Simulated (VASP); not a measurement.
Input of a VASP 6.6.1 run:

INCAR

```
ALGO = Normal
EDIFF = 1E-6
ENCUT = 520
GGA = PE
ISIF = 2
ISMEAR = 0
LASPH = T
LCHARG = F
LREAL = F
LWAVE = F
NBANDS = 30
NELM = 80
PREC = Accurate
SIGMA = 0.1
```

The input KPOINTS:

```
k-points
0
Gamma
  3 3 4
```

The input POSCAR:

```
GaS5
1.0
    5.9578516800      0.0000000000      0.0000000000
   -2.9789258400      5.1596509100      0.0000000000
    0.0000000000      0.0000000000      5.3572955600
Ga S
1 5
Direct
    0.0000000000      0.0000000000      0.5000000000
    0.0000000000      0.3345335700      0.0000000000
    0.6654664300      0.6654664300      0.0000000000
    0.3345335700      0.0000000000      0.0000000000
    0.6666666700      0.3333333300      0.5000000000
    0.3333333300      0.6666666700      0.5000000000
```

Potentials or basis: VASP PAW PBE potentials, release 64 (Ga_d, S).

The run is started by

```sh
$ cat potpaw_PBE.64/Ga_d/POTCAR potpaw_PBE.64/S/POTCAR > POTCAR
$ mpirun -np 1 vasp_std > vasp.out
```

Question: Predict the largest force.

Answer: 0.232 eV/Å.

Question: Predict the pressure.

Answer: -10.5 GPa.

Stress tensor (GPa, compression positive):
```
 -9.21   0.00   0.00
  0.00  -9.21   0.00
  0.00   0.00 -13.06
```

Caveat: the k points lie up to 0.41 Å⁻¹ apart.
